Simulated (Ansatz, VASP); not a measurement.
## Cu3As2: VASP beside Ansatz

```xyz
5
Lattice="4.0353 0.0000 0.0000 -2.0177 3.4947 0.0000 0.0000 0.0000 6.6102" Properties=species:S:1:pos:R:3 pbc="T T T"
Cu    0.0000    0.0000    0.5715
Cu    0.0000    2.3298    4.2810
Cu    2.0177    1.1649    1.3140
As    0.0000    2.3298    0.0965
As    2.0177    1.1649    3.6522
```

Change from the starting cell: ordered vacancies on the anion sites of zinc blende (P3m1, No. 156).

Alike in both runs: functional PBE; k mesh 6 × 6 × 4; occupations gaussian, width 0.1 eV; no spin polarisation.

Ansatz relaxed the structure, and its values are those at the end. VASP's run is a single point on that final structure, the one shown.

```csv
,VASP,Ansatz
version,VASP 6.6.1,Ansatz 0.2.0
potentials or method,"VASP PAW PBE potentials, release 64 (Cu, As), cutoff 520 eV","scalar-relativistic, plane waves, PAW"
valence electrons in the cell,43,87
```

```csv
,VASP,Ansatz,Ansatz less VASP
gap on the k mesh at the Fermi level (eV),none,none,-
pressure (GPa),0.2,-0.1,-0.26
rms of the force components (eV/Å),0.013,0.011,-0.0014
```

A gap of «none» marks a metal or a gap that the smearing closes. The functional is the same, so the differences come from potentials, cutoffs and numerics. VASP's potentials hold 43 valence electrons a cell and Ansatz's 87, so a difference there can come from the potentials and not from the codes.
